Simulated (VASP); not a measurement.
# SiRu5 in VASP: relaxation of the atoms with LDA

Aim: the relaxation of the atoms of SiRu5 with LDA.

All numbers are computed with VASP 6.6.1; they aren't measurements. Logs are shortened: lines on timing, memory, paths and dates and some standing lists are left out, and cuts for length are marked.

### 1 The cell of the first run

The cell holds a slab with vacuum, 6 atoms: a = 2.674 Å, b = 2.674 Å, c = 23.900 Å, α = 90.00°, β = 90.00°, γ = 120.00°.

### 2 Relaxation of the atoms, LDA

Input file INCAR:

```
ALGO     = Normal         # electronic algorithm
DIPOL    = 0.5 0.5 0.391
EDIFF    = 1E-6           # SCF threshold, eV
EDIFFG   = -0.025         # ionic threshold
ENCUT    = 520            # plane-wave cutoff, eV
GGA      = CA             # functional
IBRION   = 2              # ionic algorithm
IDIPOL   = 3            
ISIF     = 2              # what is computed and relaxed
ISMEAR   = 0              # smearing method
LASPH    = T              # aspherical terms in the spheres
LCHARG   = F              # write CHGCAR
LDIPOL   = T            
LREAL    = F              # projectors in reciprocal space
LWAVE    = F              # write WAVECAR
NELM     = 100            # most SCF steps
NSW      = 36             # ionic steps
PREC     = Accurate       # precision mode
SIGMA    = 0.1            # smearing width, eV
```

Input file KPOINTS:

```
k-points
0
Gamma
  12 12 1
```

Input file POSCAR:

```
SiRu5
1.0
    2.6740588505      0.0000000000      0.0000000000
   -1.3370294252      2.3158028957      0.0000000000
    0.0000000000      0.0000000000     23.8999247755
Ru Si
5 1
Selective dynamics
Direct
    0.6666666667      0.3333333333      0.1673645435  F F F
    0.3333333333      0.6666666667      0.2557907839  F F F
    0.6666666667      0.3333333333      0.3443582822  F F F
    0.3333333333      0.6666666667      0.4334512798  F F F
    0.6666666667      0.3333333333      0.5188269374  F F F
    0.6666666667      0.3333333333      0.6267770680  F F T
```

Potentials or basis: VASP PAW LDA potentials, release 64 (Ru_pv, Si).

On the command line:

```sh
$ cat potpaw_LDA.64/Ru_pv/POTCAR potpaw_LDA.64/Si/POTCAR > POTCAR
$ mpirun -np 1 vasp_std > vasp.out
```

OUTCAR:

```text
EDIFF = 1E-6
   EDIFFG = -0.025
   ENCUT = 520
   GGA = CA
   IBRION = 2
   ISIF = 2
   ISMEAR = 0
   LASPH = T
   LREAL = F
   NELM = 100
   NSW = 36
   PREC = Accurate

 ion  position               nearest neighbor table
   1  0.667  0.333  0.167-   2 2.62   2 2.62   2 2.62
   2  0.333  0.667  0.256-   1 2.62   1 2.62   1 2.62   3 2.62   3 2.62   3 2.62
   3  0.667  0.333  0.344-   2 2.62   2 2.62   2 2.62   4 2.63   4 2.63   4 2.63
   4  0.333  0.667  0.433-   5 2.56   5 2.56   5 2.56   3 2.63   3 2.63   3 2.63
   5  0.667  0.333  0.519-   4 2.56   4 2.56   4 2.56   6 2.58
   6  0.667  0.333  0.627-   5 2.58

  LATTYP: Found a hexagonal cell.
 ALAT       =     2.6740588505
 C/A-ratio  =     8.9376958817

  Lattice vectors:

 A1 = (   2.6740588505,   0.0000000000,   0.0000000000)
 A2 = (  -1.3370294252,   2.3158028957,   0.0000000000)
 A3 = (   0.0000000000,   0.0000000000,  23.8999247755)

Analysis of symmetry for initial positions (statically):
=====================================================================
 Subroutine PRICEL returns:
 Original cell was already a primitive cell.

 Routine SETGRP: Setting up the symmetry group for a
 hexagonal supercell.

 Subroutine GETGRP returns: Found  6 space group operations
 (whereof  6 operations were pure point group operations)
 out of a pool of 24 trial point group operations.

The static configuration has the point symmetry C_3v.

Analysis of symmetry for dynamics (positions and initial velocities):
=====================================================================
 Subroutine PRICEL returns:
 Original cell was already a primitive cell.

 Routine SETGRP: Setting up the symmetry group for a
 hexagonal supercell.

 Subroutine GETGRP returns: Found  6 space group operations
 (whereof  6 operations were pure point group operations)
 out of a pool of 24 trial point group operations.

The dynamic configuration has the point symmetry C_3v.

Analysis of constrained symmetry for selective dynamics:
=====================================================================
 Subroutine PRICEL returns:
 Original cell was already a primitive cell.

 Routine SETGRP: Setting up the symmetry group for a
 hexagonal supercell.

 Subroutine GETGRP returns: Found  6 space group operations
 (whereof  6 operations were pure point group operations)
 out of a pool of 24 trial point group operations.

The constrained configuration has the point symmetry C_3v.

 Subroutine INISYM returns: Found  6 space group operations
 (whereof  6 operations are pure point group operations),
 and found     1 'primitive' translations

----------------------------------------------------------------------------------------

                                     Primitive cell

  volume of cell :     148.0025

  direct lattice vectors                    reciprocal lattice vectors
     2.674058850  0.000000000  0.000000000     0.373963348  0.215907840  0.000000000
    -1.337029425  2.315802896  0.000000000     0.000000000  0.431815679  0.000000000
     0.000000000  0.000000000 23.899924776     0.000000000  0.000000000  0.041841136

  length of vectors
     2.674058850  2.674058850 23.899924776     0.431815679  0.431815679  0.041841136

  position of ions in fractional coordinates (direct lattice)
     0.666666667  0.333333333  0.167364543
     0.333333333  0.666666667  0.255790784
     0.666666667  0.333333333  0.344358282
     0.333333333  0.666666667  0.433451280
     0.666666667  0.333333333  0.518826937
     0.666666667  0.333333333  0.626777068

  ion indices of the primitive-cell ions
   primitive index   ion index
                 1           1
                 2           2
                 3           3
                 4           4
                 5           5
                 6           6

----------------------------------------------------------------------------------------

 KPOINTS: k-points

Automatic generation of k-mesh.
 Grid dimensions read from file:
 generate k-points for:   12   12    1

 Generating k-lattice:

  Cartesian coordinates                     Fractional coordinates (reciprocal lattice)
     0.031163612  0.017992320  0.000000000     0.083333333  0.000000000  0.000000000
     0.000000000  0.035984640  0.000000000     0.000000000  0.083333333  0.000000000
     0.000000000  0.000000000  0.041841136     0.000000000  0.000000000  1.000000000

  Length of vectors
     0.035984640  0.035984640  0.041841136

  Shift w.r.t. Gamma in fractional coordinates (k-lattice)
     0.000000000  0.000000000  0.000000000

 Subroutine IBZKPT returns following result:
 ===========================================

 Found     19 irreducible k-points:

 Following reciprocal coordinates:
            Coordinates               Weight
  0.000000  0.000000  0.000000      1.000000
  0.083333  0.000000  0.000000      6.000000
  0.166667  0.000000  0.000000      6.000000
  0.250000  0.000000  0.000000      6.000000
  0.333333  0.000000  0.000000      6.000000
  0.416667  0.000000  0.000000      6.000000
[... 11 lines left out ...]
  0.333333  0.250000  0.000000     12.000000
  0.333333  0.333333  0.000000      2.000000
   k-points           NKPTS =     19   k-points in BZ     NKDIM =     19   number of bands    NBANDS=     44
   number of dos      NEDOS =    301   number of ions     NIONS =      6
   total plane-waves  NPLWV =  72000
   dimension x,y,z NGX =    20 NGY =   20 NGZ =  180
   dimension x,y,z NGXF=    40 NGYF=   40 NGZF=  360
   ions per type =               5   1
   NGX,Y,Z   is equivalent  to a cutoff of  12.43, 12.43, 12.52 a.u.
   NGXF,Y,Z  is equivalent  to a cutoff of  24.87, 24.87, 25.04 a.u.
 SYSTEM =  unknown system
   PREC   = accura    normal or accurate (medium, high low for compatibility)
   ISTART =      0    job   : 0-new  1-cont  2-samecut
   ICHARG =      2    charge: 1-file 2-atom 10-const
   ISPIN  =      1    spin polarized calculation?
   LNONCOLLINEAR =      F non collinear calculations
   LSORBIT =      F    spin-orbit coupling
   LASPH  =      T    aspherical Exc in radial PAW
   ENCUT  =  520.0 eV  38.22 Ry    6.18 a.u.   4.97  4.97 44.44*2*pi/ulx,y,z
   NELM   =    100;   NELMIN=  2; NELMDL= -5     # of ELM steps
   EDIFF  = 0.1E-05   stopping-criterion for ELM
   LREAL  =      F    real-space projection
   EDIFFG = -.3E-01   stopping-criterion for IOM
   NSW    =     36    number of steps for IOM
   IBRION =      2    ionic relax: 0-MD 1-quasi-New 2-CG
   NFREE  =      1    steps in history (QN), initial steepest desc. (CG)
   ISIF   =      2    stress and relaxation
   ISYM   =      2    0-nonsym 1-usesym 2-fastsym
   POTIM  = 0.5000    time-step for ionic-motion
   TEBEG  =    0.0;   TEEND  =   0.0 temperature during run
   PSTRESS=    0.0 pullay stress
   NELECT =      74.0000    total number of electrons
   NUPDOWN=      -1.0000    fix difference up-down
   EMIN   =  10.00;   EMAX   =-10.00  energy-range for DOS
   EFERMI =   0.00;   METHOD = LEGACY
   ISMEAR =     0;   SIGMA  =   0.10  broadening in eV -4-tet -1-fermi 0-gaus
   EFERMI_NEDOS =   21; number of points for ismear=-14 and -15
   IALGO  =     38    algorithm
   IMIX   =      4    mixing-type and parameters
     AMIX     =   0.40;   BMIX     =  1.00
     AMIX_MAG =   1.60;   BMIX_MAG =  1.00
  volume/ion in A,a.u.               =      24.67       166.46
  Fermi-wavevector in a.u.,A,eV,Ry     =   1.299359  2.455432 22.971164  1.688333
  Thomas-Fermi vector in A             =   2.430628
   LORBIT       =      0    0 simple, 1 ext, 2 COOP (PROOUT), +10 PAW based schemes
   GGA     = CA    functional components
   LHFCALC =     F    Hartree Fock is set to
   AEXX    =    0.0000 exact exchange contribution
   IVDW    =     0    specifies the selected vdW correction
   LEPSILON=     F    determine dielectric tensor
   LRPA    =     F    only Hartree local field effects (RPA)
 conjugate gradient relaxation of ions
 non-spin polarized calculation
 Gauss-broadening in eV      SIGMA  =   0.10
  energy-cutoff  :      520.00
  volume of cell :      148.00
 maximum number of plane-waves:      4053
 NGX is ok and might be reduce to    20
   NGX =  9   NGY =  9   NGZ = 89

--------------------------------------- Ionic step        1  -------------------------------------------

 number of electron      73.9999991 magnetization

 Free energy of the ion-electron system (eV)
  ---------------------------------------------------
  ext. energy  EPLUGINS =         0.00000000
  ---------------------------------------------------
  free energy    TOTEN  =       -57.12868309 eV

  energy without entropy =      -57.09024203  energy(sigma->0) =      -57.10946256

------------------------ aborting loop because EDIFF is reached ----------------------------------------

  FORCE on cell =-STRESS in cart. coord.  units (eV):
  Direction    XX          YY          ZZ          XY          YZ          ZX
  --------------------------------------------------------------------------------------
  -------------------------------------------------------------------------------------
  Total       -3.4707644     -3.4707644     -3.8124106     -0.0000000      0.0000000     -0.0000000
  in kB      -37.5722000    -37.5722000    -41.2706366     -0.0000000      0.0000000     -0.0000000
  external PRESSURE =     -38.8050122 kB  Pullay stress =       0.0000000 kB
[... 61 lines left out ...]
  FREE ENERGIE OF THE ION-ELECTRON SYSTEM (eV)
  ---------------------------------------------------
  free  energy   TOTEN  =       -57.1687549249 eV

  energy  without entropy=      -57.1307211766  energy(sigma->0) =      -57.14973805

 dipolmoment           0.000000      0.000000      0.023746 electrons x Angstroem

--------------------------------------- Ionic step        3  -------------------------------------------

 number of electron      73.9999991 magnetization

------------------------ aborting loop because EDIFF is reached ----------------------------------------
[... 35 lines left out ...]
--------------------------------------- Ionic step        4  -------------------------------------------

 number of electron      73.9999991 magnetization

 dipolmoment           0.000000      0.000000     -0.032404 electrons x Angstroem

 Free energy of the ion-electron system (eV)
  ---------------------------------------------------
  ext. energy  EPLUGINS =         0.00000000
  ---------------------------------------------------
  free energy    TOTEN  =       -57.23095944 eV

  energy without entropy =      -57.19424001  energy(sigma->0) =      -57.21259972

 E-fermi :   4.6301     XC(G=0):  -8.4038

 val. band max:        4.6201637015   @ k =   0.2500   0.0000   0.0000
 cond. band min:       4.6313349911   @ k =   0.1667   0.0000   0.0000
 fundamental gap:      0.0111712897
 Fermi energy:         4.6301481340

 k-point     1 :       0.0000    0.0000    0.0000
  band No.  band energies     occupation
      1     -38.9523      2.00000
      2     -38.6599      2.00000
      3     -38.2144      2.00000
      4     -37.9803      2.00000
      5     -37.9803      2.00000
      6     -37.9289      2.00000
[... 882 lines left out ...]
     43       5.9242      0.00000
     44       8.7949      0.00000

------------------------ aborting loop because EDIFF is reached ----------------------------------------

 vacuum level on the upper side and lower side of the slab       (xc-potential included)        -0.472         0.454

  FORCE on cell =-STRESS in cart. coord.  units (eV):
  Direction    XX          YY          ZZ          XY          YZ          ZX
  --------------------------------------------------------------------------------------
  -------------------------------------------------------------------------------------
  Total       -3.1302933     -3.1302933     -1.0075339     -0.0000000     -0.0000000      0.0000000
  in kB      -33.8864853    -33.8864853    -10.9068954     -0.0000000     -0.0000000      0.0000000
  external PRESSURE =     -26.2266220 kB  Pullay stress =       0.0000000 kB
[... 21 lines left out ...]
  FREE ENERGIE OF THE ION-ELECTRON SYSTEM (eV)
  ---------------------------------------------------
  free  energy   TOTEN  =       -57.2309594362 eV

  energy  without entropy=      -57.1942400057  energy(sigma->0) =      -57.21259972

 reached required accuracy - stopping structural energy minimisation

 vacuum level on the upper side and lower side of the slab         9.137        10.084
```

It took 8.6 min on 1 thread of Intel Xeon Platinum 8259CL at 2.50GHz (Skylake/Cascade Lake), shared host; peak memory 0.27 GiB.

What came out:

```
Free energy               : -57.2310 eV
Energy gained by relaxing : 17.0 meV/atom
Ionic steps               : 4
Band gap on the k mesh    : zero (bands 37 and 38 overlap by 2.56 eV)
```

Step by step:
| step | energy change (eV) | largest force on free atoms (eV/Å) | pressure (GPa) |
| --- | --- | --- | --- |
| 1 | 0.0000 | 0.9501 | -3.88 |
| 2 | -0.0401 | 0.7915 | -3.65 |
| 3 | -0.1022 | 0.0302 | -2.68 |
| 4 | -0.1023 | 0.0110 | -2.62 |

Final structure:
```yaml
crystal:
  lattice:
    - [2.67406, 0.00000, 0.00000]
    - [-1.33703, 2.31580, 0.00000]
    - [0.00000, 0.00000, 23.89992]
  atoms:
    - { symbol: Ru, position: [0.66667, 0.33333, 0.16736] }
    - { symbol: Ru, position: [0.33333, 0.66667, 0.25579] }
    - { symbol: Ru, position: [0.66667, 0.33333, 0.34436] }
    - { symbol: Ru, position: [0.33333, 0.66667, 0.43345] }
    - { symbol: Ru, position: [0.66667, 0.33333, 0.51883] }
    - { symbol: Si, position: [0.66667, 0.33333, 0.61888] }
```
